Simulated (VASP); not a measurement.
# SnSe2 in VASP: a series of runs

SnSe2 is run at these levels: PBE, revPBE; tasks: single point.

Program: VASP 6.6.1. These are calculated values, not measurements. Logs are shortened: lines on timing, memory, paths and dates and some standing lists are left out, and cuts for length are marked.

**1. The cell of the first run**

The structure is trigonal, space group P-3m1 (No. 164). Conventional cell: a = 3.759 Å, b = 3.759 Å, c = 6.053 Å, α = 90.00°, β = 90.00°, γ = 120.00°. Within 3.5 Å of Sn (site symmetry -3m) lie 6 Se at 2.64 Å. Within 3.5 Å of Se (site symmetry 3m) lie 3 Sn at 2.64 Å.

**2. Single point, PBE (24.70 Å³/atom)**

INCAR

```
SYSTEM = SnSe2
ALGO     = Normal         ! electronic algorithm
EDIFF    = 1E-6           ! SCF threshold, eV
ENCUT    = 520            ! plane-wave cutoff, eV
GGA      = PE             ! functional
ISIF     = 2              ! what is computed and relaxed
ISMEAR   = -1             ! smearing method
LASPH    = .True.         ! aspherical terms in the spheres
LCHARG   = .True.         ! write CHGCAR
LELF     = .True.         ! ELF
LREAL    = .False.        ! projectors in reciprocal space
LVHAR    = .True.       
LWAVE    = .False.        ! write WAVECAR
NBANDS   = 20             ! bands
NELM     = 60             ! most SCF steps
PREC     = Accurate       ! precision mode
SIGMA    = 0.05           ! smearing width, eV
```

KPOINTS

```
k-points
0
Gamma
  8 8 5
  0 0 0
```

POSCAR

```
SnSe2
1.0
    3.7594936861      0.0000000000      0.0000000000
   -1.8797468431      3.2558170375      0.0000000000
    0.0000000000      0.0000000000      6.0530709152
Sn Se
1 2
Direct
    0.0000000000      0.0000000000      0.0000000000
    0.6666666667      0.3333333333      0.7510000000
    0.3333333333      0.6666666667      0.2490000000
```

Potentials or basis: VASP PAW PBE potentials, release 64 (Sn_d, Se).

Command:

```console
$ cat potpaw_PBE.64/Sn_d/POTCAR potpaw_PBE.64/Se/POTCAR > POTCAR
$ mpirun -np 1 vasp_std > vasp.out
```

OUTCAR:

```text
SYSTEM = SnSe2
   EDIFF = 1E-6
   ENCUT = 520
   GGA = PE
   ISIF = 2
   ISMEAR = -1
   LASPH = .True.
   LREAL = .False.
   NELM = 60
   PREC = Accurate

 ion  position               nearest neighbor table
   1  0.000  0.000  0.000-   2 2.64   3 2.64   3 2.64   2 2.64   2 2.64   3 2.64
   2  0.667  0.333  0.751-   1 2.64   1 2.64   1 2.64
   3  0.333  0.667  0.249-   1 2.64   1 2.64   1 2.64

  LATTYP: Found a hexagonal cell.
 ALAT       =     3.7594936861
 C/A-ratio  =     1.6100760955

  Lattice vectors:

 A1 = (   3.7594936861,   0.0000000000,   0.0000000000)
 A2 = (  -1.8797468431,   3.2558170375,   0.0000000000)
 A3 = (   0.0000000000,   0.0000000000,   6.0530709152)

Analysis of symmetry for initial positions (statically):
=====================================================================
 Subroutine PRICEL returns:
 Original cell was already a primitive cell.

 Routine SETGRP: Setting up the symmetry group for a
 hexagonal supercell.

 Subroutine GETGRP returns: Found 12 space group operations
 (whereof 12 operations were pure point group operations)
 out of a pool of 24 trial point group operations.

The static configuration has the point symmetry D_3d.

Analysis of symmetry for dynamics (positions and initial velocities):
=====================================================================
 Subroutine PRICEL returns:
 Original cell was already a primitive cell.

 Routine SETGRP: Setting up the symmetry group for a
 hexagonal supercell.

 Subroutine GETGRP returns: Found 12 space group operations
 (whereof 12 operations were pure point group operations)
 out of a pool of 24 trial point group operations.

The dynamic configuration has the point symmetry D_3d.

 Subroutine INISYM returns: Found 12 space group operations
 (whereof 12 operations are pure point group operations),
 and found     1 'primitive' translations

----------------------------------------------------------------------------------------

                                     Primitive cell

  volume of cell :      74.0909

  direct lattice vectors                    reciprocal lattice vectors
     3.759493686  0.000000000  0.000000000     0.265993265  0.153571283  0.000000000
    -1.879746843  3.255817037  0.000000000     0.000000000  0.307142566  0.000000000
     0.000000000  0.000000000  6.053070915     0.000000000  0.000000000  0.165205400

  length of vectors
     3.759493686  3.759493686  6.053070915     0.307142566  0.307142566  0.165205400

  position of ions in fractional coordinates (direct lattice)
     0.000000000  0.000000000  0.000000000
     0.666666667  0.333333333  0.751000000
     0.333333333  0.666666667  0.249000000

  ion indices of the primitive-cell ions
   primitive index   ion index
                 1           1
                 2           2
                 3           3

----------------------------------------------------------------------------------------

 KPOINTS: k-points

Automatic generation of k-mesh.
 Grid dimensions read from file:
 generate k-points for:    8    8    5

 Generating k-lattice:

  Cartesian coordinates                     Fractional coordinates (reciprocal lattice)
     0.033249158  0.019196410  0.000000000     0.125000000  0.000000000  0.000000000
     0.000000000  0.038392821  0.000000000     0.000000000  0.125000000  0.000000000
     0.000000000  0.000000000  0.033041080     0.000000000  0.000000000  0.200000000

  Length of vectors
     0.038392821  0.038392821  0.033041080

  Shift w.r.t. Gamma in fractional coordinates (k-lattice)
     0.000000000  0.000000000  0.000000000

 Subroutine IBZKPT returns following result:
 ===========================================

 Found     40 irreducible k-points:

 Following reciprocal coordinates:
            Coordinates               Weight
  0.000000  0.000000  0.000000      1.000000
  0.125000  0.000000  0.000000      6.000000
  0.250000  0.000000  0.000000      6.000000
  0.375000  0.000000  0.000000      6.000000
  0.500000  0.000000  0.000000      3.000000
  0.125000  0.125000  0.000000      6.000000
[... 16 lines left out ...]
 -0.125000  0.500000  0.200000     12.000000
  0.250000  0.250000  0.200000     12.000000
 [... further k-points ...]
   k-points           NKPTS =     40   k-points in BZ     NKDIM =     40   number of bands    NBANDS=     20
   number of dos      NEDOS =    301   number of ions     NIONS =      3
   total plane-waves  NPLWV =  37632
   dimension x,y,z NGX =    28 NGY =   28 NGZ =   48
   dimension x,y,z NGXF=    56 NGYF=   56 NGZF=   96
   ions per type =               1   2
   NGX,Y,Z   is equivalent  to a cutoff of  12.38, 12.38, 13.18 a.u.
   NGXF,Y,Z  is equivalent  to a cutoff of  24.76, 24.76, 26.37 a.u.
 SYSTEM =  SnSe2
   PREC   = accura    normal or accurate (medium, high low for compatibility)
   ISTART =      0    job   : 0-new  1-cont  2-samecut
   ICHARG =      2    charge: 1-file 2-atom 10-const
   ISPIN  =      1    spin polarized calculation?
   LNONCOLLINEAR =      F non collinear calculations
   LSORBIT =      F    spin-orbit coupling
   LASPH  =      T    aspherical Exc in radial PAW
   ENCUT  =  520.0 eV  38.22 Ry    6.18 a.u.   6.99  6.99 11.25*2*pi/ulx,y,z
   NELM   =     60;   NELMIN=  2; NELMDL= -5     # of ELM steps
   EDIFF  = 0.1E-05   stopping-criterion for ELM
   LREAL  =      F    real-space projection
   EDIFFG = 0.1E-04   stopping-criterion for IOM
   NSW    =      0    number of steps for IOM
   IBRION =     -1    ionic relax: 0-MD 1-quasi-New 2-CG
   NFREE  =      0    steps in history (QN), initial steepest desc. (CG)
   ISIF   =      2    stress and relaxation
   ISYM   =      2    0-nonsym 1-usesym 2-fastsym
   POTIM  = 0.5000    time-step for ionic-motion
   TEBEG  =    0.0;   TEEND  =   0.0 temperature during run
   PSTRESS=    0.0 pullay stress
   NELECT =      26.0000    total number of electrons
   NUPDOWN=      -1.0000    fix difference up-down
   EMIN   =  10.00;   EMAX   =-10.00  energy-range for DOS
   EFERMI =   0.00;   METHOD = LEGACY
   ISMEAR =    -1;   SIGMA  =   0.05  broadening in eV -4-tet -1-fermi 0-gaus
   EFERMI_NEDOS =   21; number of points for ismear=-14 and -15
   IALGO  =     38    algorithm
   IMIX   =      4    mixing-type and parameters
     AMIX     =   0.40;   BMIX     =  1.00
     AMIX_MAG =   1.60;   BMIX_MAG =  1.00
  volume/ion in A,a.u.               =      24.70       166.66
  Fermi-wavevector in a.u.,A,eV,Ry     =   1.154722  2.182109 18.141787  1.333384
  Thomas-Fermi vector in A             =   2.291357
   LORBIT       =      0    0 simple, 1 ext, 2 COOP (PROOUT), +10 PAW based schemes
   GGA     = PE    functional components
   LHFCALC =     F    Hartree Fock is set to
   AEXX    =    0.0000 exact exchange contribution
   IVDW    =     0    specifies the selected vdW correction
   LEPSILON=     F    determine dielectric tensor
   LRPA    =     F    only Hartree local field effects (RPA)
 non-spin polarized calculation
  energy-cutoff  :      520.00
  volume of cell :       74.09
 maximum number of plane-waves:      2010
   NGX = 13   NGY = 13   NGZ = 23

 number of electron      25.9999996 magnetization

 Free energy of the ion-electron system (eV)
  ---------------------------------------------------
  ext. energy  EPLUGINS =         0.00000000
  ---------------------------------------------------
  free energy    TOTEN  =       -11.60337068 eV

  energy without entropy =      -11.60335848  energy(sigma->0) =      -11.60336458

 E-fermi :   5.0689     XC(G=0):  -9.6407

 val. band max:        4.6307903706   @ k =   0.0000   0.0000   0.0000
 cond. band min:       5.4874883627   @ k =   0.5000   0.0000   0.4000
 fundamental gap:      0.8566979921
 Fermi energy:         5.0688685464

 k-point     1 :       0.0000    0.0000    0.0000
  band No.  band energies     occupation
      1     -16.7079      2.00000
      2     -16.7079      2.00000
      3     -16.6604      2.00000
      4     -16.6426      2.00000
      5     -16.6426      2.00000
      6      -9.6966      2.00000
[... 12 lines left out ...]
     19      13.5991      0.00000
     20      13.5991      0.00000

 k-point     2 :       0.1250    0.0000    0.0000
  band No.  band energies     occupation
      1     -16.7176      2.00000
      2     -16.7018      2.00000
      3     -16.6553      2.00000
      4     -16.6463      2.00000
      5     -16.6411      2.00000
      6      -9.5301      2.00000
[... 12 lines left out ...]
     19      13.1041      0.00000
     20      13.7613      0.00000

 k-point     3 :       0.2500    0.0000    0.0000
  band No.  band energies     occupation
      1     -16.7433      2.00000
      2     -16.6909      2.00000
      3     -16.6582      2.00000
      4     -16.6377      2.00000
      5     -16.6335      2.00000
      6      -9.0528      2.00000
[... 12 lines left out ...]
     19      12.8381      0.00000
     20      14.2799      0.00000

 k-point     4 :       0.3750    0.0000    0.0000
  band No.  band energies     occupation
      1     -16.7704      2.00000
      2     -16.6857      2.00000
      3     -16.6664      2.00000
      4     -16.6224      2.00000
      5     -16.6202      2.00000
      6      -8.3691      2.00000
[... 12 lines left out ...]
     19      14.1288      0.00000
     20      14.7603      0.00000

 k-point     5 :       0.5000    0.0000    0.0000
  band No.  band energies     occupation
      1     -16.7818      2.00000
      2     -16.6848      2.00000
      3     -16.6697      2.00000
      4     -16.6160      2.00000
      5     -16.6132      2.00000
      6      -7.8918      2.00000
[... 12 lines left out ...]
     19      14.8318      0.00000
     20      15.3595      0.00000
[... 353 lines left out ...]
      6      -8.5676      2.00000
[... 12 lines left out ...]
     19      12.1110      0.00000
     20      14.2849      0.00000

 k-point    22 :       0.3750    0.1250    0.2000
  band No.  band energies     occupation
      1     -16.7705      2.00000
      2     -16.6942      2.00000
      3     -16.6634      2.00000
      4     -16.6230      2.00000
      5     -16.6150      2.00000
      6      -7.9175      2.00000
[... 12 lines left out ...]
     19      14.1935      0.00000
     20      15.5633      0.00000

 k-point    23 :      -0.1250    0.5000    0.2000
  band No.  band energies     occupation
      1     -16.7705      2.00000
      2     -16.6942      2.00000
      3     -16.6635      2.00000
      4     -16.6230      2.00000
      5     -16.6150      2.00000
      6      -7.9182      2.00000
[... 12 lines left out ...]
     19      13.8840      0.00000
     20      14.8031      0.00000

 k-point    24 :       0.2500    0.2500    0.2000
  band No.  band energies     occupation
      1     -16.7546      2.00000
      2     -16.7082      2.00000
      3     -16.6522      2.00000
      4     -16.6367      2.00000
      5     -16.6152      2.00000
      6      -7.9661      2.00000
[... 12 lines left out ...]
     19      12.0399      0.00000
     20      14.5219      0.00000

 [... further k-points ...]

------------------------ aborting loop because EDIFF is reached ----------------------------------------

  FORCE on cell =-STRESS in cart. coord.  units (eV):
  Direction    XX          YY          ZZ          XY          YZ          ZX
  --------------------------------------------------------------------------------------
  -------------------------------------------------------------------------------------
  Total        4.0916706      4.0916706      4.7281968     -0.0000000     -0.0000000      0.0000000
  in kB       88.4802070     88.4802070    102.2447501     -0.0000000     -0.0000000      0.0000000
  external PRESSURE =      93.0683880 kB  Pullay stress =       0.0000000 kB

 VOLUME and BASIS-vectors are now :
 -----------------------------------------------------------------------------
  energy-cutoff  :      520.00
  volume of cell :       74.09
      direct lattice vectors                 reciprocal lattice vectors
     3.759493686  0.000000000  0.000000000     0.265993265  0.153571283  0.000000000
    -1.879746843  3.255817037  0.000000000     0.000000000  0.307142566  0.000000000
     0.000000000  0.000000000  6.053070915     0.000000000  0.000000000  0.165205400

 POSITION                                       TOTAL-FORCE (eV/Angst)
 -----------------------------------------------------------------------------------
      0.00000      0.00000      0.00000        -0.000000      0.000000      0.000000
      1.87975      1.08527      4.54586         0.000000     -0.000000     -1.244856
     -0.00000      2.17054      1.50721        -0.000000      0.000000      1.244856
 -----------------------------------------------------------------------------------
    total drift:                                0.000000      0.000000     -0.000000

  FREE ENERGIE OF THE ION-ELECTRON SYSTEM (eV)
  ---------------------------------------------------
  free  energy   TOTEN  =       -11.6033706796 eV

  energy  without entropy=      -11.6033584773  energy(sigma->0) =      -11.60336458
```

Run time: 90 s. Hardware: 1 thread of Intel Xeon 8259CL, shared host; peak memory 0.22 GiB.

Results:

| Property | Result |
| --- | --- |
| Free energy | -11.6034 eV |
| Pressure | 9.3 GPa |
| Largest force | 1.245 eV/Å |
| Band gap on the k mesh | 0.86 eV (least direct gap 1.28 eV) |

Forces on the atoms (eV/Å):
```
Sn   0.000  0.000  0.000
Se   0.000  0.000 -1.245
Se   0.000  0.000  1.245
```

Stress tensor (GPa, compression positive):
```
 8.85  0.00  0.00
 0.00  8.85  0.00
 0.00  0.00 10.22
```

Caveat: the cell stands under pressure; spin-orbit coupling is left out, which moves the levels of the heavy elements; an odd mesh through Γ misses points on the zone boundary, where band edges can lie; this functional lacks dispersion, which binds the layers, so the pressure and a relaxed spacing across them are unreliable; forces of over 1 eV/Å act on the atoms, so gaps and moduli don't describe the material at rest.

(Continued in part 2 of 3.)
